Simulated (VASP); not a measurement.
Set up this calculation in VASP 6.6.1, as the native input.

```
Task                   : single point
Functional             : PBE
Potentials or basis    : VASP PAW PBE potentials, release 64 (Sn_d)
Cutoff                 : 520 eV
k mesh                 : 39 × 39 × 39
Occupations            : fermi-dirac, width 0.0612256 eV
Spin                   : no spin polarisation
Dipole correction      : no
Further INCAR settings : ALGO = Normal; EDIFF = 1e-06; NBANDS = 13
```

The structure of Sn lies in POSCAR:

```
Sn
1.0
    0.0000000000      2.3589049370      2.3589049370
    2.3589049370      0.0000000000      2.3589049370
    2.3589049370      2.3589049370      0.0000000000
Sn
1
Direct
    0.0000000000      0.0000000000      0.0000000000
```

This isn't the form of Sn at room conditions, which is tetragonal (white tin).

The input as run:

INCAR

```
PREC     = Accurate       # precision mode
ENCUT    = 520            # plane-wave cutoff, eV
EDIFF    = 1E-6           # SCF threshold, eV
ISMEAR   = -1             # smearing method
SIGMA    = 0.06122561905347299 # smearing width, eV
LREAL    = False          # projectors in reciprocal space
LASPH    = True           # aspherical terms in the spheres
NELM     = 100            # most SCF steps
ALGO     = Normal         # electronic algorithm
ISIF     = 2              # what is computed and relaxed
LWAVE    = False          # write WAVECAR
LCHARG   = False          # write CHGCAR
GGA      = PE             # functional
NBANDS   = 13             # bands
```

KPOINTS

```
regular mesh
0
Gamma
  39 39 39
```

Potentials or basis: VASP PAW PBE potentials, release 64 (Sn_d).

Run with:

```bash
$ cat potpaw_PBE.64/Sn_d/POTCAR > POTCAR
$ mpirun -np 1 vasp_std > vasp.out
```

Results of the run:

```yaml
Pressure: 3.5 GPa
Band_gap_on_the_k_mesh: zero (bands 7 and 8 overlap by 10.05 eV)
```

Caveat: the cell stands under pressure; spin-orbit coupling is left out, which moves the levels of the heavy elements.

Run time: 9.4 min on 1 thread of Oxide Virtual Turin-like Processor (shared host), peak memory 0.53 GiB.
